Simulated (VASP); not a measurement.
Input of a VASP 6.6.1 run:

INCAR

```
SYSTEM = MgO
PREC = Accurate
ENCUT = 520
EDIFF = 1E-6
ISMEAR = 0
SIGMA = 0.05
LREAL = .False.
LASPH = .True.
NELM = 60
ALGO = Normal
ISIF = 2
LWAVE = .False.
LCHARG = .True.
GGA = PS
LELF = .True.
LVHAR = .True.
NBANDS = 16
```

Contents of KPOINTS:

```
Automatic mesh
0
Gamma
  9 9 6
  0 0 0
```

File POSCAR:

```
MgO
1.0
    3.4540523579      0.0000000000      0.0000000000
   -1.7270261790      2.9912970879      0.0000000000
    0.0000000000      0.0000000000      4.2924500482
Mg O
2 2
Direct
    0.6706976504      0.3413953009      0.7500000000
    0.3293023496      0.6586046991      0.2500000000
    0.6636986988      0.3273973975      0.2500000000
    0.3363013012      0.6726026025      0.7500000000
```

Potentials or basis: VASP PAW PBE potentials, release 64 (Mg, O).

The run is started by

```console
$ cat potpaw_PBE.64/Mg/POTCAR potpaw_PBE.64/O/POTCAR > POTCAR
$ mpirun -np 1 vasp_std > vasp.out
```

(1) What does it give for the band gap on the k mesh?

(2) Predict the largest force.

(3) Predict the pressure.

Answers

(1) 3.22 eV, direct.

(2) 0.178 eV/Å.

(3) -0.2 GPa.

Caveat: the cell differs from its parent crystal (mode 5 frozen in at +0.024 Å, strain +e along z and -e/2 along x and y +0.0233); the PAW data sets were made with another functional, which shifts forces and pressure a little.
